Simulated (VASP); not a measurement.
Here is a VASP 6.6.1 calculation.

The input INCAR:

```
ALGO = Normal ; EDIFF = 1E-7
ENCUT = 520 ; GGA = PE
ISIF = 2 ; ISMEAR = 0
LASPH = T ; LCHARG = F
LREAL = F ; LWAVE = F
NBANDS = 18 ; NELM = 100
PREC = Accurate ; SIGMA = 0.1
```

Contents of KPOINTS:

```
k-points
0
Gamma
  6 6 6
```

POSCAR

```
Si
1.0
    3.5867232100      2.0707956100      2.1263555200
   -3.5867232100      2.0707956100      2.1263555200
    0.0000000000     -4.1415912200      2.1263555200
Si
5
Direct
    0.3295443800      0.3295443800      0.3295443800
    0.6704556200      0.6704556200      0.6704556200
    0.6121795600      0.3878204400      0.0000000000
    0.0000000000      0.6121795600      0.3878204400
    0.3878204400      0.0000000000      0.6121795600
```

Potentials or basis: VASP PAW PBE potentials, release 64 (Si).

Launch:

```sh
$ cat potpaw_PBE.64/Si/POTCAR > POTCAR
$ mpirun -np 1 vasp_std > vasp.out
```

Estimate the largest force.

2.427 eV/Å.

Estimate the band gap on the k mesh.

zero (band 10 reaches 6.94 eV, above the bottom of band 11 at 5.89 eV).

Estimate the pressure.

23.0 GPa.

Forces on the atoms (eV/Å):
```
Si   0.000  0.000 -2.427
Si   0.000  0.000  2.427
Si  -0.580  0.000  0.000
Si   0.290 -0.502  0.000
Si   0.290  0.502  0.000
```

Caveat: forces of over 1 eV/Å act on the atoms, so gaps and moduli don't describe the material at rest.
